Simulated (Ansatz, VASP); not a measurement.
# Ru: VASP beside Ansatz

The input INCAR:

```
PREC = Accurate
ENCUT = 520
EDIFF = 1E-6
ISMEAR = -1
SIGMA = 0.08
LREAL = F
LASPH = T
NELM = 60
ALGO = Normal
ISIF = 2
LWAVE = F
LCHARG = F
GGA = PS
NBANDS = 21
```

Contents of KPOINTS:

```
Automatic mesh
0
Gamma
  18 18 10
```

Contents of POSCAR:

```
Ru
1.0
    2.3793875795      0.0000000000      0.0000000000
   -1.1896937897      2.0606100893      0.0000000000
    0.0000000000      0.0000000000      3.8042362143
Ru
2
Direct
    0.3333333333      0.6666666667      0.2500000000
    0.6666666667      0.3333333333      0.7500000000
```

Input for Ansatz:

```yaml
crystal:
  lattice:
    - [2.3793875795, 0.0, 0.0]
    - [-1.1896937897, 2.0606100893, 0.0]
    - [0.0, 0.0, 3.8042362143]
  atoms:
    - { symbol: Ru, position: [0.3333333333, 0.6666666667, 0.25] }
    - { symbol: Ru, position: [0.6666666667, 0.3333333333, 0.75] }
kpoints:
  mp_grid: { grid: [18, 18, 10] }
scf:
  occupations: { method: fermi_dirac, width: 0.08 }
hamiltonian:
  xc: pbesol
  pseudopotentials: { kind: all_electron, datasets: crystal }
output:
  forces: true
  stress: true
  eigenvalues: true
```

Change from the starting cell: volume scaled by 0.7, crystal datasets.

Alike in both runs: task single point; functional PBEsol; k mesh 18 × 18 × 10; occupations fermi-dirac, width 0.08 eV; no spin polarisation.

|  | VASP | Ansatz |
| --- | --- | --- |
| version | VASP 6.6.1 | Ansatz 0.2.0 |
| potentials or method | VASP PAW PBE potentials, release 64 (Ru_pv), cutoff 520 eV | all-electron PAW with datasets made for the crystal, scalar-relativistic |

|  | VASP | Ansatz | Ansatz less VASP |
| --- | --- | --- | --- |
| pressure (GPa) | 285.3 | 281.5 | -3.81 |
| traceless stress, the component that is largest in VASP (GPa) | 0.20 | -0.06 | -0.254 |

VASP's potentials were made for PBE, not for PBEsol. Both programs put the cell under a high pressure, so it lies far from rest at this level. Ansatz ran all-electron here, and VASP with PAW potentials.

Noted on VASP's run: the cell as given lies far from equilibrium.
